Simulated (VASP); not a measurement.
Input of a VASP 6.6.1 run:

File POSCAR:

```
TlZnBr3
1.0
    5.0942716161      0.0000000000      0.0000000000
    0.0000000000      5.0942716161      0.0000000000
    0.0000000000      0.0000000000      5.0942716161
Tl Zn Br
1 1 3
Direct
    0.0000000000      0.0000000000      0.0000000000
    0.5000000000      0.5000000000      0.5000000000
    0.5000000000      0.5000000000      0.0000000000
    0.5000000000      0.0000000000      0.5000000000
    0.0000000000      0.5000000000      0.5000000000
```

File INCAR.step1:

```
SYSTEM = TlZnBr3
ALGO = Normal ; EDIFF = 1E-4
ENCUT = 520 ; GGA = PE
ISMEAR = 0 ; LASPH = .TRUE.
LCHARG = .FALSE. ; LREAL = .FALSE.
LWAVE = .TRUE. ; NBANDS = 31
NELM = 80 ; PREC = Accurate
SIGMA = 0.01
```

File INCAR.step2:

```
SYSTEM = TlZnBr3
ALGO = Normal ; EDIFF = 1E-7
ENCUT = 520 ; ISIF = 2
ISMEAR = 0 ; ISTART = 1
LASPH = .TRUE. ; LCHARG = .TRUE.
LELF = .TRUE. ; LMIXTAU = .TRUE.
LREAL = .FALSE. ; LVHAR = .TRUE.
LWAVE = .FALSE. ; METAGGA = R2SCAN
NBANDS = 31 ; NELM = 80
PREC = Accurate ; SIGMA = 0.01
```

File KPOINTS:

```
k-points
0
G
  4 4 4
  0 0 0
```

Potentials or basis: VASP PAW PBE potentials, release 64 (Tl_d, Zn, Br).

Run with:

```console
$ cat potpaw_PBE.64/Tl_d/POTCAR potpaw_PBE.64/Zn/POTCAR potpaw_PBE.64/Br/POTCAR > POTCAR
$ cp INCAR.step1 INCAR
$ mpirun -np 1 vasp_std > vasp.out
$ cp INCAR.step2 INCAR
$ mpirun -np 1 vasp_std > vasp.out
```

(1) Predict the band gap on the k mesh.

(2) Predict the pressure.

Answers

(1) 1.04 eV, indirect (least direct gap 1.82 eV).

(2) 2.6 GPa.

Caveat: the PAW data sets were made with another functional, which shifts forces and pressure a little; spin-orbit coupling is left out, which moves the levels of the heavy elements.
